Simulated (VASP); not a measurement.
# CaO in VASP: further runs

The runs below take CaO through single point, with PBEsol.

All numbers are computed with VASP 6.6.1; they aren't measurements. Logs are shortened: lines on timing, memory, paths and dates and some standing lists are left out, and cuts for length are marked.

## (1) The cell of the first run

The structure is cubic, space group Fm-3m (No. 225). The conventional cell has a = 4.767 Å, b = 4.767 Å, c = 4.767 Å, α = 90.00°, β = 90.00°, γ = 90.00°. Ca (site symmetry m-3m) has 6 O at 2.38 Å within 3.1 Å. O (site symmetry m-3m) has 6 Ca at 2.38 Å within 3.1 Å.

## (2) Single point, PBEsol

The input, INCAR:

```
SYSTEM = CaO
PREC = Accurate
ENCUT = 520
EDIFF = 1E-6
ISMEAR = 0
SIGMA = 0.01
LREAL = .False.
LASPH = .True.
NELM = 80
ALGO = Normal
ISIF = 2
LWAVE = .False.
LCHARG = .True.
GGA = PS
LELF = .True.
LVHAR = .True.
NBANDS = 15
```

The input, KPOINTS:

```
regular mesh
0
Gamma
  10 10 10
  0 0 0
```

The input, POSCAR:

```
CaO
1.0
    0.0000000000      2.3835762404      2.3835762404
    2.3835762404      0.0000000000      2.3835762404
    2.3835762404      2.3835762404      0.0000000000
Ca O
1 1
Direct
    0.0000000000      0.0000000000      0.0000000000
    0.5000000000      0.5000000000      0.5000000000
```

Potentials or basis: VASP PAW PBE potentials, release 64 (Ca_sv, O).

Started as:

```
cat potpaw_PBE.64/Ca_sv/POTCAR potpaw_PBE.64/O/POTCAR > POTCAR
mpirun -np 1 vasp_std > vasp.out
```

OUTCAR:

```text
SYSTEM = CaO
   PREC = Accurate
   ENCUT = 520
   EDIFF = 1E-6
   ISMEAR = 0
   LREAL = .False.
   LASPH = .True.
   NELM = 80
   ISIF = 2
   GGA = PS

 ion  position               nearest neighbor table
   1  0.000  0.000  0.000-   2 2.38   2 2.38   2 2.38   2 2.38   2 2.38   2 2.38
   2  0.500  0.500  0.500-   1 2.38   1 2.38   1 2.38   1 2.38   1 2.38   1 2.38

  LATTYP: Found a face centered cubic cell.
 ALAT       =     4.7671524808

  Lattice vectors:

 A1 = (   0.0000000000,   2.3835762404,   2.3835762404)
 A2 = (   2.3835762404,   0.0000000000,   2.3835762404)
 A3 = (   2.3835762404,   2.3835762404,   0.0000000000)

Analysis of symmetry for initial positions (statically):
=====================================================================
 Subroutine PRICEL returns:
 Original cell was already a primitive cell.

 Routine SETGRP: Setting up the symmetry group for a
 face centered cubic supercell.

 Subroutine GETGRP returns: Found 48 space group operations
 (whereof 48 operations were pure point group operations)
 out of a pool of 48 trial point group operations.

The static configuration has the point symmetry O_h .

Analysis of symmetry for dynamics (positions and initial velocities):
=====================================================================
 Subroutine PRICEL returns:
 Original cell was already a primitive cell.

 Routine SETGRP: Setting up the symmetry group for a
 face centered cubic supercell.

 Subroutine GETGRP returns: Found 48 space group operations
 (whereof 48 operations were pure point group operations)
 out of a pool of 48 trial point group operations.

The dynamic configuration has the point symmetry O_h .

 Subroutine INISYM returns: Found 48 space group operations
 (whereof 48 operations are pure point group operations),
 and found     1 'primitive' translations

----------------------------------------------------------------------------------------

                                     Primitive cell

  volume of cell :      27.0843

  direct lattice vectors                    reciprocal lattice vectors
     0.000000000  2.383576240  2.383576240    -0.209768830  0.209768830  0.209768830
     2.383576240  0.000000000  2.383576240     0.209768830 -0.209768830  0.209768830
     2.383576240  2.383576240  0.000000000     0.209768830  0.209768830 -0.209768830

  length of vectors
     3.370885846  3.370885846  3.370885846     0.363330272  0.363330272  0.363330272

  position of ions in fractional coordinates (direct lattice)
     0.000000000  0.000000000  0.000000000
     0.500000000  0.500000000  0.500000000

  ion indices of the primitive-cell ions
   primitive index   ion index
                 1           1
                 2           2

----------------------------------------------------------------------------------------

 KPOINTS: regular mesh

Automatic generation of k-mesh.
 Grid dimensions read from file:
 generate k-points for:   10   10   10

 Generating k-lattice:

  Cartesian coordinates                     Fractional coordinates (reciprocal lattice)
    -0.020976883  0.020976883  0.020976883     0.100000000  0.000000000  0.000000000
     0.020976883 -0.020976883  0.020976883     0.000000000  0.100000000  0.000000000
     0.020976883  0.020976883 -0.020976883     0.000000000  0.000000000  0.100000000

  Length of vectors
     0.036333027  0.036333027  0.036333027

  Shift w.r.t. Gamma in fractional coordinates (k-lattice)
     0.000000000  0.000000000  0.000000000

 Subroutine IBZKPT returns following result:
 ===========================================

 Found     47 irreducible k-points:

 Following reciprocal coordinates:
            Coordinates               Weight
  0.000000  0.000000  0.000000      1.000000
  0.100000  0.000000  0.000000      8.000000
  0.200000  0.000000  0.000000      8.000000
  0.300000  0.000000  0.000000      8.000000
  0.400000  0.000000  0.000000      8.000000
  0.500000  0.000000  0.000000      4.000000
[... 16 lines left out ...]
  0.300000  0.300000  0.000000      6.000000
  0.400000  0.300000  0.000000     24.000000
 [... further k-points ...]
   k-points           NKPTS =     47   k-points in BZ     NKDIM =     47   number of bands    NBANDS=     15
   number of dos      NEDOS =    301   number of ions     NIONS =      2
   total plane-waves  NPLWV =  21952
   dimension x,y,z NGX =    28 NGY =   28 NGZ =   28
   dimension x,y,z NGXF=    56 NGYF=   56 NGZF=   56
   ions per type =               1   1
   NGX,Y,Z   is equivalent  to a cutoff of  13.81, 13.81, 13.81 a.u.
   NGXF,Y,Z  is equivalent  to a cutoff of  27.62, 27.62, 27.62 a.u.
 SYSTEM =  CaO
   PREC   = accura    normal or accurate (medium, high low for compatibility)
   ISTART =      0    job   : 0-new  1-cont  2-samecut
   ICHARG =      2    charge: 1-file 2-atom 10-const
   ISPIN  =      1    spin polarized calculation?
   LNONCOLLINEAR =      F non collinear calculations
   LSORBIT =      F    spin-orbit coupling
   LASPH  =      T    aspherical Exc in radial PAW
   ENCUT  =  520.0 eV  38.22 Ry    6.18 a.u.   6.27  6.27  6.27*2*pi/ulx,y,z
   NELM   =     80;   NELMIN=  2; NELMDL= -5     # of ELM steps
   EDIFF  = 0.1E-05   stopping-criterion for ELM
   LREAL  =      F    real-space projection
   EDIFFG = 0.1E-04   stopping-criterion for IOM
   NSW    =      0    number of steps for IOM
   IBRION =     -1    ionic relax: 0-MD 1-quasi-New 2-CG
   NFREE  =      0    steps in history (QN), initial steepest desc. (CG)
   ISIF   =      2    stress and relaxation
   ISYM   =      2    0-nonsym 1-usesym 2-fastsym
   POTIM  = 0.5000    time-step for ionic-motion
   TEBEG  =    0.0;   TEEND  =   0.0 temperature during run
   PSTRESS=    0.0 pullay stress
   NELECT =      16.0000    total number of electrons
   NUPDOWN=      -1.0000    fix difference up-down
   EMIN   =  10.00;   EMAX   =-10.00  energy-range for DOS
   EFERMI =   0.00;   METHOD = LEGACY
   ISMEAR =     0;   SIGMA  =   0.01  broadening in eV -4-tet -1-fermi 0-gaus
   EFERMI_NEDOS =   21; number of points for ismear=-14 and -15
   IALGO  =     38    algorithm
   IMIX   =      4    mixing-type and parameters
     AMIX     =   0.40;   BMIX     =  1.00
     AMIX_MAG =   1.60;   BMIX_MAG =  1.00
  volume/ion in A,a.u.               =      13.54        91.39
  Fermi-wavevector in a.u.,A,eV,Ry     =   1.373649  2.595820 25.672991  1.886912
  Thomas-Fermi vector in A             =   2.499147
   LORBIT       =      0    0 simple, 1 ext, 2 COOP (PROOUT), +10 PAW based schemes
   GGA     = PS    functional components
   LHFCALC =     F    Hartree Fock is set to
   AEXX    =    0.0000 exact exchange contribution
   IVDW    =     0    specifies the selected vdW correction
   LEPSILON=     F    determine dielectric tensor
   LRPA    =     F    only Hartree local field effects (RPA)
 non-spin polarized calculation
 Gauss-broadening in eV      SIGMA  =   0.01
  energy-cutoff  :      520.00
  volume of cell :       27.08
 maximum number of plane-waves:       745
 NGX is ok and might be reduce to    28
   NGX = 13   NGY = 13   NGZ = 13

 number of electron      15.9999997 magnetization

 Free energy of the ion-electron system (eV)
  ---------------------------------------------------
  ext. energy  EPLUGINS =         0.00000000
  ---------------------------------------------------
  free energy    TOTEN  =       -13.41078729 eV

  energy without entropy =      -13.41078729  energy(sigma->0) =      -13.41078729

 E-fermi :   2.4875     XC(G=0): -10.8588

 val. band max:        2.3362739337   @ k =   0.0000   0.0000   0.0000
 cond. band min:       5.8575422741   @ k =   0.5000   0.5000   0.0000
 fundamental gap:      3.5212683404
 Fermi energy:         2.4874886616

 k-point     1 :       0.0000    0.0000    0.0000
  band No.  band energies     occupation
      1     -34.9524      2.00000
      2     -15.7742      2.00000
      3     -15.7742      2.00000
      4     -15.7742      2.00000
      5     -13.1561      2.00000
      6       2.3363      2.00000
      7       2.3363      2.00000
      8       2.3363      2.00000
      9       7.0994      0.00000
     10       8.5856      0.00000
     11       8.5856      0.00000
     12       8.5856      0.00000
     13      10.1663      0.00000
     14      10.1663      0.00000
     15      17.3158      0.00000

 k-point     2 :       0.1000    0.0000    0.0000
  band No.  band energies     occupation
      1     -34.9411      2.00000
      2     -15.9435      2.00000
      3     -15.7800      2.00000
      4     -15.7800      2.00000
      5     -12.9808      2.00000
      6       1.9592      2.00000
      7       2.1882      2.00000
      8       2.1882      2.00000
      9       7.5675      0.00000
     10       8.5470      0.00000
     11       8.7655      0.00000
     12       8.7655      0.00000
     13      10.4207      0.00000
     14      10.4207      0.00000
     15      17.7554      0.00000

 k-point     3 :       0.2000    0.0000    0.0000
  band No.  band energies     occupation
      1     -34.9115      2.00000
      2     -16.3148      2.00000
      3     -15.7948      2.00000
      4     -15.7948      2.00000
      5     -12.5928      2.00000
      6       1.1552      2.00000
      7       1.8343      2.00000
      8       1.8343      2.00000
      9       8.4611      0.00000
     10       8.7356      0.00000
     11       9.2631      0.00000
     12       9.2631      0.00000
     13      11.0789      0.00000
     14      11.0789      0.00000
     15      18.4565      0.00000
[... 343 lines left out ...]
 k-point    23 :       0.3000    0.3000    0.0000
  band No.  band energies     occupation
      1     -34.8505      2.00000
      2     -16.4471      2.00000
      3     -15.9420      2.00000
      4     -15.9420      2.00000
      5     -12.5676      2.00000
      6       0.5348      2.00000
      7       1.9893      2.00000
      8       1.9893      2.00000
      9       6.5905      0.00000
     10       9.5034      0.00000
     11      10.9350      0.00000
     12      11.0680      0.00000
     13      11.0680      0.00000
     14      12.9428      0.00000
     15      19.8010      0.00000

 k-point    24 :       0.4000    0.3000    0.0000
  band No.  band energies     occupation
      1     -34.8274      2.00000
      2     -16.5134      2.00000
      3     -15.9988      2.00000
      4     -15.9675      2.00000
      5     -12.5775      2.00000
      6       0.6108      2.00000
      7       1.7674      2.00000
      8       1.8728      2.00000
      9       6.5584      0.00000
     10      10.1048      0.00000
     11      11.2776      0.00000
     12      11.3800      0.00000
     13      11.5231      0.00000
     14      13.3231      0.00000
     15      18.1207      0.00000

 [... further k-points ...]

------------------------ aborting loop because EDIFF is reached ----------------------------------------

  FORCE on cell =-STRESS in cart. coord.  units (eV):
  Direction    XX          YY          ZZ          XY          YZ          ZX
  --------------------------------------------------------------------------------------
  -------------------------------------------------------------------------------------
  Total        0.1033945      0.1033945      0.1033945     -0.0000000      0.0000000     -0.0000000
  in kB        6.1163296      6.1163296      6.1163296     -0.0000000      0.0000000     -0.0000000
  external PRESSURE =       6.1163296 kB  Pullay stress =       0.0000000 kB

 VOLUME and BASIS-vectors are now :
 -----------------------------------------------------------------------------
  energy-cutoff  :      520.00
  volume of cell :       27.08
      direct lattice vectors                 reciprocal lattice vectors
     0.000000000  2.383576240  2.383576240    -0.209768830  0.209768830  0.209768830
     2.383576240  0.000000000  2.383576240     0.209768830 -0.209768830  0.209768830
     2.383576240  2.383576240  0.000000000     0.209768830  0.209768830 -0.209768830

 POSITION                                       TOTAL-FORCE (eV/Angst)
 -----------------------------------------------------------------------------------
      0.00000      0.00000      0.00000         0.000000     -0.000000      0.000000
      2.38358      2.38358      2.38358        -0.000000      0.000000     -0.000000
 -----------------------------------------------------------------------------------
    total drift:                                0.000000      0.000000      0.000000

  FREE ENERGIE OF THE ION-ELECTRON SYSTEM (eV)
  ---------------------------------------------------
  free  energy   TOTEN  =       -13.4107872939 eV

  energy  without entropy=      -13.4107872939  energy(sigma->0) =      -13.41078729
```

It took 36 s on 1 thread of Intel Xeon 8259CL, shared host; peak memory 0.16 GiB.

What came out:

```yaml
Free_energy: -13.4108 eV
Pressure: 0.6 GPa
Band_gap_on_the_k_mesh: 3.52 eV (least direct gap 3.89 eV)
```

Levels at points of the mesh, in eV from the valence-band top:
```tsv
k point	band 6	band 7	band 8	band 9	band 10	band 11
(0.00, 0.00, 0.00)	0.00	0.00	0.00	4.76	6.25	6.25
(0.50, 0.00, 0.00)	-2.75	-1.27	-1.27	7.13	8.51	8.51
(0.50, 0.50, 0.00)	-1.31	-0.37	-0.37	3.52	8.23	9.06
```

Caveat: the PAW data sets were made with another functional, which shifts forces and pressure a little. A k mesh can miss the band edges.

[end of part 1 of 2]
